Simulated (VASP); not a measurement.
Here is a VASP 6.6.1 calculation.

File INCAR:

```
SYSTEM = Sr
ALGO     = Normal         ! electronic algorithm
EDIFF    = 1E-6           ! SCF threshold, eV
EDIFFG   = -0.005         ! ionic threshold
ENCUT    = 600            ! plane-wave cutoff, eV
GGA      = PE             ! functional
IBRION   = 2              ! ionic algorithm
ISIF     = 3              ! what is computed and relaxed
ISMEAR   = -1             ! smearing method
LASPH    = .TRUE.         ! aspherical terms in the spheres
LCHARG   = .FALSE.        ! write CHGCAR
LREAL    = .FALSE.        ! projectors in reciprocal space
LWAVE    = .FALSE.        ! write WAVECAR
NELM     = 60             ! most SCF steps
NSW      = 45             ! ionic steps
PREC     = Accurate       ! precision mode
SIGMA    = 0.05           ! smearing width, eV
```

KPOINTS

```
k-points
0
G
  12 12 12
  0 0 0
```

POSCAR

```
Sr
1.0
   -2.3790106022      2.3790106022      2.3790106022
    2.3790106022     -2.3790106022      2.3790106022
    2.3790106022      2.3790106022     -2.3790106022
Sr
1
Direct
    0.0000000000      0.0000000000      0.0000000000
```

Potentials or basis: VASP PAW PBE potentials, release 64 (Sr_sv).

Run with:

```bash
$ cat potpaw_PBE.64/Sr_sv/POTCAR > POTCAR
$ mpirun -np 1 vasp_std > vasp.out
```

Q: Predict the band gap on the k mesh.

A: Zero (bands 5 and 6 overlap by 0.51 eV).

Final structure:
```
Sr
1.0
    -2.37901    2.37901    2.37901
     2.37901   -2.37901    2.37901
     2.37901    2.37901   -2.37901
Sr
1
Direct
  0.00000 0.00000 0.00000
```
